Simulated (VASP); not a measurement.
# Sb (P-1) in VASP: single point with PBE

Aim: the single point of Sb with PBE.

Everything below comes from runs of VASP 6.6.1. Logs are shortened: lines on timing, memory, paths and dates and some standing lists are left out, and cuts for length are marked.

## Step 1: The cell of the first run

The typed cell holds 2 atoms: a = 3.068 Å, b = 4.480 Å, c = 4.699 Å, α = 86.18°, β = 95.20°, γ = 92.86°.

## Step 2: Single point, PBE

File INCAR:

```
PREC = Accurate
ENCUT = 520
EDIFF = 1E-6
ISMEAR = -1
SIGMA = 0.0052
LREAL = F
LASPH = T
NELM = 60
ALGO = Normal
ISIF = 2
LWAVE = F
LCHARG = T
GGA = PE
LELF = T
LVHAR = T
NBANDS = 12
```

File KPOINTS:

```
Automatic mesh
0
Gamma
  3 2 2
```

File POSCAR:

```
Sb
1.0
    3.0643835778     -0.0763004090     -0.1305707346
   -0.1062378905      4.4759002638      0.1487883825
   -0.2224331842      0.1517357352      4.6915440754
Sb
2
Direct
    0.9886110000      0.7500000000      0.7588340000
    0.0113890000      0.2500000000      0.2411660000
```

Potentials or basis: VASP PAW PBE potentials, release 64 (Sb).

Launch:

```console
cat potpaw_PBE.64/Sb/POTCAR > POTCAR
mpirun -np 1 vasp_std > vasp.out
```

OUTCAR:

```text
PREC = Accurate
   ENCUT = 520
   EDIFF = 1E-6
   ISMEAR = -1
   LREAL = F
   LASPH = T
   NELM = 60
   ISIF = 2
   GGA = PE

 ion  position               nearest neighbor table
   1  0.989  0.750  0.759-   2 3.08   2 3.20   2 3.28   2 3.42
   2  0.011  0.250  0.241-   1 3.08   1 3.20   1 3.28   1 3.42

  LATTYP: Found a triclinic cell.
 ALAT       =     5.5545848609
 B/A-ratio  =     1.7708012272
 C/A-ratio  =     0.5523568447
 COS(alpha) =     0.0022271636
 COS(beta)  =     0.5926391060
 COS(gamma) =     0.7101749635

  Lattice vectors:

 A1 = (  -3.1706214683,   4.5522006728,   0.2793591171)
 A2 = (   0.0099574032,   8.8000647924,  -4.3939673104)
 A3 = (  -3.0643835778,   0.0763004090,   0.1305707346)

Analysis of symmetry for initial positions (statically):
=====================================================================
 Subroutine PRICEL returns:
 Original cell was already a primitive cell.

 Routine SETGRP: Setting up the symmetry group for a
 triclinic supercell.

 Subroutine GETGRP returns: Found  2 space group operations
 (whereof  2 operations were pure point group operations)
 out of a pool of  2 trial point group operations.

The static configuration has the point symmetry S_2 .

Analysis of symmetry for dynamics (positions and initial velocities):
=====================================================================
 Subroutine PRICEL returns:
 Original cell was already a primitive cell.

 Routine SETGRP: Setting up the symmetry group for a
 triclinic supercell.

 Subroutine GETGRP returns: Found  2 space group operations
 (whereof  2 operations were pure point group operations)
 out of a pool of  2 trial point group operations.

The dynamic configuration has the point symmetry S_2 .

 Subroutine INISYM returns: Found  2 space group operations
 (whereof  2 operations are pure point group operations),
 and found     1 'primitive' translations

----------------------------------------------------------------------------------------

                                     Primitive cell

  volume of cell :      64.1161

  direct lattice vectors                    reciprocal lattice vectors
     3.064383578 -0.076300409 -0.130570735     0.327161529  0.007257531  0.015276496
    -0.106237891  4.475900264  0.148788383     0.005274100  0.223776200 -0.006987403
    -0.222433184  0.151735735  4.691544075     0.008937995 -0.006894889  0.213796203
[... 73 lines left out ...]
   ISIF   =      2    stress and relaxation
   ISYM   =      2    0-nonsym 1-usesym 2-fastsym
   POTIM  = 0.5000    time-step for ionic-motion
   TEBEG  =    0.0;   TEEND  =   0.0 temperature during run
   PSTRESS=    0.0 pullay stress
   NELECT =      10.0000    total number of electrons
   NUPDOWN=      -1.0000    fix difference up-down
   EMIN   =  10.00;   EMAX   =-10.00  energy-range for DOS
   EFERMI =   0.00;   METHOD = LEGACY
   ISMEAR =    -1;   SIGMA  =   0.01  broadening in eV -4-tet -1-fermi 0-gaus
   EFERMI_NEDOS =   21; number of points for ismear=-14 and -15
   IALGO  =     38    algorithm
   IMIX   =      4    mixing-type and parameters
     AMIX     =   0.40;   BMIX     =  1.00
     AMIX_MAG =   1.60;   BMIX_MAG =  1.00
  volume/ion in A,a.u.               =      32.06       216.34
  Fermi-wavevector in a.u.,A,eV,Ry     =   0.881223  1.665270 10.565662  0.776554
  Thomas-Fermi vector in A             =   2.001690
   LORBIT       =      0    0 simple, 1 ext, 2 COOP (PROOUT), +10 PAW based schemes
   GGA     = PE    functional components
   LHFCALC =     F    Hartree Fock is set to
   AEXX    =    0.0000 exact exchange contribution
   IVDW    =     0    specifies the selected vdW correction
   LEPSILON=     F    determine dielectric tensor
   LRPA    =     F    only Hartree local field effects (RPA)
 non-spin polarized calculation
  energy-cutoff  :      520.00
  volume of cell :       64.12
 maximum number of plane-waves:      1748
 NGX is ok and might be reduce to    24
   NGX = 11   NGY = 17   NGZ = 17

 number of electron      10.0000001 magnetization

 Free energy of the ion-electron system (eV)
  ---------------------------------------------------
  ext. energy  EPLUGINS =         0.00000000
  ---------------------------------------------------
  free energy    TOTEN  =        -7.36628664 eV

  energy without entropy =       -7.36628664  energy(sigma->0) =       -7.36628664

 E-fermi :   5.7351     XC(G=0):  -9.3188

 val. band max:        5.5520038650   @ k =   0.3333   0.5000  -0.0000
 cond. band min:       5.9038649219   @ k =   0.3333   0.0000   0.5000
 fundamental gap:      0.3518610568
 Fermi energy:         5.7350606093

 k-point     1 :       0.0000    0.0000    0.0000
  band No.  band energies     occupation
      1      -5.6353      2.00000
      2      -1.5535      2.00000
      3       2.4478      2.00000
      4       3.3906      2.00000
      5       8.0275      0.00000
      6       8.6266      0.00000
      7       9.7063      0.00000
      8      10.4626      0.00000
      9      12.2549      0.00000
     10      13.3568      0.00000
     11      13.5905      0.00000
     12      14.8030      0.00000
[... 91 lines left out ...]
 k-point     8 :       0.3333    0.5000    0.5000
  band No.  band energies     occupation
      1      -2.4261      2.00000
      2      -1.6479      2.00000
      3       2.4553      2.00000
      4       2.7344      2.00000
      5       4.5948      2.00000
      6       5.2472      2.00000
      7      10.3935      0.00000
      8      10.5005      0.00000
      9      11.2337      0.00000
     10      12.3381      0.00000
     11      16.3195      0.00000
     12      16.9193      0.00000

------------------------ aborting loop because EDIFF is reached ----------------------------------------

  FORCE on cell =-STRESS in cart. coord.  units (eV):
  Direction    XX          YY          ZZ          XY          YZ          ZX
  --------------------------------------------------------------------------------------
  -------------------------------------------------------------------------------------
  Total        1.1728249     -1.8017156     -1.0946463     -0.2788133     -0.6461775     -0.1949114
  in kB       29.3073778    -45.0225428    -27.3537965     -6.9671826    -16.1471405     -4.8705829
  external PRESSURE =     -14.3563205 kB  Pullay stress =       0.0000000 kB

 VOLUME and BASIS-vectors are now :
 -----------------------------------------------------------------------------
  energy-cutoff  :      520.00
  volume of cell :       64.12
      direct lattice vectors                 reciprocal lattice vectors
     3.064383578 -0.076300409 -0.130570735     0.327161529  0.007257531  0.015276496
    -0.106237891  4.475900264  0.148788383     0.005274100  0.223776200 -0.006987403
    -0.222433184  0.151735735  4.691544075     0.008937995 -0.006894889  0.213796203

 POSITION                                       TOTAL-FORCE (eV/Angst)
 -----------------------------------------------------------------------------------
      2.78102      3.39664      3.54261        -0.063480      0.350570     -0.056276
     -0.04530      1.15470      1.16715         0.063480     -0.350570      0.056276
 -----------------------------------------------------------------------------------
    total drift:                               -0.000000      0.000000      0.000000

  FREE ENERGIE OF THE ION-ELECTRON SYSTEM (eV)
  ---------------------------------------------------
  free  energy   TOTEN  =        -7.3662866447 eV

  energy  without entropy=       -7.3662866447  energy(sigma->0) =       -7.36628664
```

Run time: 7.8 s. Hardware: 1 thread of Intel Xeon Platinum 8259CL at 2.50GHz (Skylake/Cascade Lake), shared host; peak memory 0.16 GiB.

Results:

```yaml
Free_energy: -7.3663 eV
Pressure: -1.4 GPa
Largest_force: 0.361 eV/Å
Band_gap_on_the_k_mesh: zero (band 5 reaches 9.96 eV, above the bottom of band 6 at 5.24 eV)
```

Forces on the atoms (eV/Å):
```
Sb  -0.063  0.351 -0.056
Sb   0.063 -0.351  0.056
```

Stress tensor (GPa, compression positive):
```
 2.93 -0.70 -0.49
-0.70 -4.50 -1.61
-0.49 -1.61 -2.74
```

Levels at points of the mesh, in eV from the Fermi level:
| k point | band 3 | band 4 | band 5 | band 6 | band 7 | band 8 |
| --- | --- | --- | --- | --- | --- | --- |
| (0.00, 0.00, 0.00) | -3.29 | -2.34 | 2.29 | 2.89 | 3.97 | 4.73 |
| (0.00, 0.50, 0.00) | -1.32 | -0.98 | -0.83 | -0.50 | 6.04 | 6.05 |
| (0.00, 0.00, 0.50) | -1.03 | -0.70 | -0.36 | -0.29 | 5.68 | 6.14 |
| (0.00, 0.50, 0.50) | -4.69 | -4.47 | 4.22 | 5.22 | 5.81 | 6.64 |

Caveat: the k points lie up to 0.70 Å⁻¹ apart; spin-orbit coupling is left out, which moves the levels of the heavy elements.
